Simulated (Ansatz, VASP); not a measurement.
Te: VASP beside Ansatz

```
Te
1.0
     4.21994   -2.36327    0.00000
     4.21994    2.36327    0.00000
    -0.13001    0.00000    3.94411
Te
3
Direct
  0.67600 0.67600 0.67500
  0.32400 0.32400 0.32500
  0.00000 0.00000 0.00000
```

Change from the starting cell: volume scaled by 0.99.

Alike in both runs: task single point; functional LDA; k mesh 8 × 8 × 8; occupations fermi-dirac, width 0.05 eV; no spin polarisation.

```csv
,VASP,Ansatz
version,VASP 6.6.1,Ansatz 0.2.0
potentials or method,"VASP PAW LDA potentials, release 64 (Te), cutoff 520 eV","all-electron LAPW, scalar-relativistic"
```

Ansatz gave:

```
pressure (GPa)                                                : 5.6
traceless stress, the component that is largest in VASP (GPa) : 1.00
rms of the force components (eV/Å)                            : 0.225
```

Question: Estimate VASP's values.

Answer: Pressure (GPa): 5.7; traceless stress, the component that is largest in VASP (GPa): 0.99; rms of the force components (eV/Å): 0.230.

LDA's correlation is that of Perdew and Zunger in VASP and of Perdew and Wang (1992) in Ansatz. Atom by atom the forces differ by 0.006 eV/Å (rms over components). Ansatz ran all-electron here, and VASP with PAW potentials.

Neither program's run includes spin-orbit coupling.
